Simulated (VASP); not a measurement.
The system is WS2.

```
W S
1.0
     3.19469    0.00000    0.00000
    -1.59735    2.76669    0.00000
     0.00000    0.00000   12.48516
W S
2 4
Direct
  0.33333 0.66667 0.25000
  0.66667 0.33333 0.75000
  0.33333 0.66667 0.62206
  0.66667 0.33333 0.12206
  0.33333 0.66667 0.87794
  0.66667 0.33333 0.37794
```

```yaml
Program: VASP 6.6.1
Task: relaxation of the atoms
Functional: PBE
Potentials_or_basis: VASP PAW PBE potentials, release 64 (W_sv, S)
Cutoff: 520 eV
k_mesh: 16 × 16 × 4
Occupations: fermi-dirac, width 0.02 eV
Spin: collinear spin
Starting_moments: "[2.0, 2.0, 0.0, 0.0, 0.0, 0.0] μB"
```

At the start: pressure -2.5 GPa; volume 18.39 Å³/atom.

Problem. Where does the relaxation end?

Solution. Over 3 steps the energy falls by 7.3 meV/atom at a fixed cell; space group P6_3/mmc (No. 194, to 0.1 Å) before and after; moment 0.00 μB per cell.

Step by step:
```csv
step,energy change (eV),largest force (eV/Å),pressure (GPa)
1,0.0000,0.6451,-2.52
2,-0.0437,0.0468,0.44
3,-0.0439,0.0005,0.67
```

Final structure:
```
W S
1.0
     3.19469    0.00000    0.00000
    -1.59735    2.76669    0.00000
     0.00000    0.00000   12.48516
W S
2 4
Direct
  0.33333 0.66667 0.25000
  0.66667 0.33333 0.75000
  0.33333 0.66667 0.62474
  0.66667 0.33333 0.12474
  0.33333 0.66667 0.87526
  0.66667 0.33333 0.37526
```

Caveat: this functional lacks dispersion, which binds layers or chains, so the pressure and a relaxed spacing across them are unreliable.
